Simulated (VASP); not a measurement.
NaI: single point with PBE

NaI:

```
Na I
1.0
     0.00000    3.22972    3.22972
     3.22972    0.00000    3.22972
     3.22972    3.22972    0.00000
Na I
1 1
Direct
  0.00000 0.00000 0.00000
  0.50000 0.50000 0.50000
```

```yaml
Program: VASP 6.6.1
Task: single point
Functional: PBE
Potentials_or_basis: VASP PAW PBE potentials, release 64 (Na_pv, I)
Cutoff: 520 eV
k_mesh: 4 × 4 × 4
Occupations: gaussian, width 0.01 eV
Spin: no spin polarisation
```

| Property | Result |
| --- | --- |
| Pressure | 0.6 GPa |
| Band gap on the k mesh | 3.66 eV, direct |

Levels at points of the mesh, in eV from the valence-band top:
| k point | band 3 | band 4 | band 5 | band 6 | band 7 | band 8 | band 9 | band 10 | band 11 | band 12 |
| --- | --- | --- | --- | --- | --- | --- | --- | --- | --- | --- |
| (0.00, 0.00, 0.00) | -22.44 | -11.03 | 0.00 | 0.00 | 0.00 | 3.66 | 7.93 | 7.93 | 7.93 | 9.76 |
| (0.50, 0.00, 0.00) | -22.44 | -10.71 | -2.20 | -0.29 | -0.29 | 5.09 | 7.45 | 7.45 | 8.77 | 10.32 |
| (0.50, 0.50, 0.00) | -22.44 | -10.63 | -1.92 | -0.75 | -0.75 | 4.50 | 5.54 | 9.91 | 11.34 | 11.34 |

Run time: 10 s on 1 thread of Intel(R) Xeon(R) Platinum 8259CL CPU @ 2.50GHz (Skylake/Cascade Lake), on a shared host, peak memory 0.2 GiB.

Caveat: the k points lie up to 0.42 Å⁻¹ apart; spin-orbit coupling is left out, which moves the levels of the heavy elements. As with any semilocal functional, this PBE gap is likely too small.
